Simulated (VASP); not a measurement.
Write the native input for VASP 6.6.1 that does the following.

* Task: single point
* Functional: PBE
* Potentials or basis: VASP PAW PBE potentials, release 64 (Bi_d)
* Cutoff: 520 eV
* k mesh: 14 × 14 × 14
* Occupations: fermi-dirac, width 0.05 eV
* Spin: no spin polarisation
* Dipole correction: no
* Further INCAR settings: ALGO = Normal; EDIFF = 1e-07; NBANDS = 14

The structure of Bi lies in POSCAR:

```
Bi
1.0
    0.0000000000      2.5400063311      2.5400063311
    2.5400063311      0.0000000000      2.5400063311
    2.5400063311      2.5400063311      0.0000000000
Bi
1
Direct
    0.0000000000      0.0000000000      0.0000000000
```

These files were run (other wordings do the same):

INCAR

```
SYSTEM = Bi
PREC     = Accurate       ! precision mode
ENCUT    = 520            ! plane-wave cutoff, eV
EDIFF    = 1E-7           ! SCF threshold, eV
ISMEAR   = -1             ! smearing method
SIGMA    = 0.05           ! smearing width, eV
LREAL    = .FALSE.        ! projectors in reciprocal space
LASPH    = .TRUE.         ! aspherical terms in the spheres
NELM     = 100            ! most SCF steps
ALGO     = Normal         ! electronic algorithm
ISIF     = 2              ! what is computed and relaxed
LWAVE    = .FALSE.        ! write WAVECAR
LCHARG   = .FALSE.        ! write CHGCAR
GGA      = PE             ! functional
NBANDS   = 14             ! bands
```

KPOINTS

```
regular mesh
0
G
  14 14 14
  0 0 0
```

Potentials or basis: VASP PAW PBE potentials, release 64 (Bi_d).

Run with:

```bash
$ cat potpaw_PBE.64/Bi_d/POTCAR > POTCAR
$ mpirun -np 1 vasp_std > vasp.out
```

It gave:

```yaml
Pressure: -1.4 GPa
```

Wall time 24 s on 1 thread of AMD EPYC 9R45 96-Core Processor (Zen 5), with other jobs on the host, peak memory 0.15 GiB.
